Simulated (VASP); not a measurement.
Cd: single point with PBE

Crystal: Cd.

```xyz
2
Lattice="0.0000 3.1383 3.1383 3.1383 0.0000 3.1383 3.1383 3.1383 0.0000" Properties=species:S:1:pos:R:3 pbc="T T T"
Cd    6.2766    6.2766    6.2766
Cd    1.5692    1.5692    1.5692
```

This isn't the form of Cd at room conditions, which is hcp.

```json
{
 "Program": "VASP 6.6.1",
 "Task": "single point",
 "Functional": "PBE",
 "Potentials or basis": "VASP PAW PBE potentials, release 64 (Cd)",
 "Cutoff": "500 eV",
 "k mesh": "12 × 12 × 12",
 "Occupations": "fermi-dirac, width 0.1 eV",
 "Spin": "no spin polarisation"
}
```

* Pressure: 5.4 GPa
* Band gap on the k mesh: zero (bands 12 and 13 overlap by 5.76 eV)

Levels at points of the mesh, in eV from the Fermi level:
| k point | band 10 | band 11 | band 12 | band 13 | band 14 | band 15 |
| --- | --- | --- | --- | --- | --- | --- |
| (0.00, 0.00, 0.00) | -8.24 | -7.07 | 5.13 | 5.13 | 5.13 | 6.25 |
| (0.50, 0.00, 0.00) | -8.22 | -4.42 | -2.83 | 3.19 | 3.19 | 5.44 |
| (0.50, 0.50, 0.00) | -8.15 | -2.96 | -2.96 | 1.01 | 1.01 | 4.17 |

It took 18 s on 1 thread of Intel(R) Xeon(R) 6975P-C (Granite Rapids) (shared host), peak memory 0.21 GiB.

Caveat: the cell stands under pressure.
